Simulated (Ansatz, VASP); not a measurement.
**Two plane-wave programs on CsPbCl3**

```
Cs Pb Cl
1.0
     5.73527    0.00000    0.00000
     0.00000    5.73527    0.00000
     0.00000    0.00000    5.73527
Cs Pb Cl
1 1 3
Direct
  0.00000 0.00000 0.00000
  0.50000 0.50000 0.50000
  0.50000 0.50000 0.00000
  0.00000 0.50000 0.50000
  0.50000 0.00000 0.50000
```

Alike in both runs: functional PBE; k mesh 6 × 6 × 6; occupations gaussian, width 0.02 eV; no spin polarisation.

Ansatz relaxed the structure, and its values are those at the end. VASP's run is a single point on that final structure, the one shown.

```csv
,VASP,Ansatz
version,VASP 6.6.1,Ansatz 0.2.0
potentials or method,"VASP PAW PBE potentials, release 64 (Cs_sv, Pb_d, Cl), cutoff 500 eV","scalar-relativistic, plane waves, PAW"
valence electrons in the cell,44,44
```

```tsv
	VASP	Ansatz	Ansatz less VASP
gap on the k mesh at the Fermi level (eV)	2.22	2.21	-0.008
least direct gap on the mesh (eV)	2.22	2.21	-0.008
pressure (GPa)	-0.1	0.0	+0.05
```

Spin-orbit coupling is off throughout.
